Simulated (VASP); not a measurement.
Here is a VASP 6.6.1 calculation.

File POSCAR:

```
CaSe
1.0
    0.0000000000      2.9675351117      2.9675351117
    2.9675351117      0.0000000000      2.9675351117
    2.9675351117      2.9675351117      0.0000000000
Ca Se
1 1
Direct
    0.0000000000      0.0000000000      0.0000000000
    0.5000000000      0.5000000000      0.5000000000
```

File INCAR.step1:

```
SYSTEM = CaSe
ALGO     = Normal         ! electronic algorithm
EDIFF    = 1E-5           ! SCF threshold, eV
ENCUT    = 520            ! plane-wave cutoff, eV
GGA      = PE             ! functional
ISIF     = 2              ! what is computed and relaxed
ISMEAR   = 0              ! smearing method
LASPH    = .TRUE.         ! aspherical terms in the spheres
LREAL    = .FALSE.        ! projectors in reciprocal space
LWAVE    = .TRUE.         ! write WAVECAR
NBANDS   = 15             ! bands
NELM     = 60             ! most SCF steps
PREC     = Accurate       ! precision mode
SIGMA    = 0.01           ! smearing width, eV
```

File INCAR.step2:

```
SYSTEM = CaSe
ALGO     = Normal         ! electronic algorithm
EDIFF    = 1E-6           ! SCF threshold, eV
ENCUT    = 520            ! plane-wave cutoff, eV
GGA      = PE             ! functional
HFSCREEN = 0.2079         ! screening, 1/A
ISIF     = 2              ! what is computed and relaxed
ISMEAR   = 0              ! smearing method
ISTART   = 1            
LASPH    = .TRUE.         ! aspherical terms in the spheres
LCHARG   = .TRUE.         ! write CHGCAR
LELF     = .TRUE.         ! ELF
LHFCALC  = .TRUE.         ! exact exchange
LREAL    = .FALSE.        ! projectors in reciprocal space
LVHAR    = .TRUE.       
LWAVE    = .FALSE.        ! write WAVECAR
NBANDS   = 15             ! bands
NELM     = 60             ! most SCF steps
PREC     = Accurate       ! precision mode
PRECFOCK = Normal       
SIGMA    = 0.01           ! smearing width, eV
```

The input KPOINTS:

```
k-points
0
G
  4 4 4
  0 0 0
```

Potentials or basis: VASP PAW PBE potentials, release 64 (Ca_sv, Se).

Run with:

```console
$ cat potpaw_PBE.64/Ca_sv/POTCAR potpaw_PBE.64/Se/POTCAR > POTCAR
$ cp INCAR.step1 INCAR
$ mpirun -np 1 vasp_std > vasp.out
$ cp INCAR.step2 INCAR
$ mpirun -np 1 vasp_std > vasp.out
```

Predict the band gap on the k mesh.

3.01 eV, indirect (least direct gap 4.04 eV).

What does it give for the pressure?

0.3 GPa.

Caveat: the k points lie up to 0.46 Å⁻¹ apart; the PAW data sets were made with another functional, which shifts forces and pressure a little. A k mesh can miss the band edges.
